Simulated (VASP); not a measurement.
Write the native input for VASP 6.6.1 that does the following.

* Task: single point
* Functional: PBEsol
* Potentials or basis: VASP PAW PBE potentials, release 64 (Sn_d, Se)
* Cutoff: 520 eV
* k mesh: 9 × 6 × 1
* Occupations: gaussian, width 0.05 eV
* Spin: no spin polarisation
* Dipole correction: yes
* Further INCAR settings: ALGO = Normal; EDIFF = 1e-07; NBANDS = 64

The structure of SnSe2 lies in POSCAR:

```
SnSe2
1.0
    3.8189235646      0.0000000000      0.0000000000
    0.0000000000      6.1455711382      0.0000000000
    0.0000000000      0.0000000000     27.1267110141
Sn Se
4 8
Direct
    0.5000000000      0.0000000000      0.2764802558
    0.0000000000      0.0000000000      0.3984001163
    0.5000000000      0.0000000000      0.5203199767
    0.0000000000      0.0000000000      0.6422398372
    0.0000000000      0.7419283954      0.3171202093
    0.5000000000      0.2580716046      0.3577601628
    0.5000000000      0.7419283954      0.4390400698
    0.0000000000      0.2580716046      0.4796800233
    0.0000000000      0.7419283954      0.5609599302
    0.5000000000      0.2580716046      0.6015998837
    0.5000000000      0.7419283954      0.6828797907
    0.0000000000      0.2580716046      0.7235197442
```

The input as run:

INCAR

```
ALGO = Normal
DIPOL = 0.5 0.5 0.500
EDIFF = 1E-7
ENCUT = 520
GGA = PS
IDIPOL = 3
ISIF = 2
ISMEAR = 0
LASPH = T
LCHARG = T
LDIPOL = T
LELF = T
LREAL = F
LVACPOTAV = T
LVHAR = T
LWAVE = F
NBANDS = 64
NELM = 80
PREC = Accurate
SIGMA = 0.05
```

KPOINTS

```
k-points
0
Gamma
  9 6 1
```

Potentials or basis: VASP PAW PBE potentials, release 64 (Sn_d, Se).

Launch:

```console
$ cat potpaw_PBE.64/Sn_d/POTCAR potpaw_PBE.64/Se/POTCAR > POTCAR
$ mpirun -np 1 vasp_std > vasp.out
```

Results of the run:

```json
{"Largest force": "0.716 eV/Å", "Band gap on the k mesh": "zero (bands 52 and 53 overlap by 0.51 eV)"}
```

Caveat: the PAW data sets were made with another functional, which shifts forces and pressure a little; spin-orbit coupling is left out, which moves the levels of the heavy elements.

Run time: 33 min on 1 thread of Intel(R) Xeon(R) Platinum 8488C (Sapphire Rapids), on a shared host, peak memory 0.95 GiB.
